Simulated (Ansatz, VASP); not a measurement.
## One calculation of SiGe4, two programs

```xyz
5
Lattice="2.8318 0.0000 0.0000 -1.4159 2.4524 0.0000 0.0000 0.0000 13.2959" Properties=species:S:1:pos:R:3 pbc="T T T"
Si    0.0000    0.0000    6.6480
Ge    0.0000    0.0000    9.3071
Ge    0.0000    0.0000   11.9663
Ge    0.0000    0.0000    1.3296
Ge    0.0000    0.0000    3.9888
```

Alike in both runs: task relaxation of cell and atoms; functional PBE; k mesh 6 × 6 × 2; occupations gaussian, width 0.1 eV; no spin polarisation.

|  | VASP | Ansatz |
| --- | --- | --- |
| version | VASP 6.6.1 | Ansatz 0.2.0 |
| potentials or method | VASP PAW PBE potentials, release 64 (Si, Ge_d), cutoff 600 eV | scalar-relativistic, plane waves, PAW |
| valence electrons in the cell | 60 | 60 |

|  | VASP | Ansatz | Ansatz less VASP |
| --- | --- | --- | --- |
| gap on the k mesh at the Fermi level, each at its own relaxed structure (eV) | none | none | - |
| relaxed volume (Å³/atom) | 18.78 | 18.76 | -0.015 |
| relaxed cell length with the largest relative difference (Å) | 13.768 | 13.757 | -0.0107 |

A gap of «none» marks a metal or a gap that the smearing closes.

The k mesh is coarse, so the values compare programs but aren't converged. Noted on VASP's run: too few bands were computed for a metal, which touches its energy and stress.
